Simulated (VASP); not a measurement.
Runs of VASP 6.6.1 on AlP. The structure is that of space group F-43m (No. 216), or close to it. The cells are those of the table. 

| cell | gap on the mesh (eV) | pressure (GPa) |
| --- | --- | --- |
| a = 3.740 Å, angles 60.0°, 2 atoms | (c) | 12.8 |
| a = 3.999 Å, angles 60.0°, 2 atoms | 1.77 | -5.6 |
| a = 3.937 Å, angles 60.0°, 2 atoms | 1.69 | -2.6 |
| a = 3.808 Å, angles 60.0°, 2 atoms | (b) | (a) |

Alike in all rows: task single point; level PBE; potentials or basis VASP PAW PBE potentials, release 64 (Al, P); no spin polarisation; k mesh 6 × 6 × 6; cutoff (eV) 500; smearing gaussian 0.01 eV.

Task: Fill in the values left out.

Result: (a) 6.3; (b) 1.49; (c) 1.37.

A k mesh can miss the band edges.
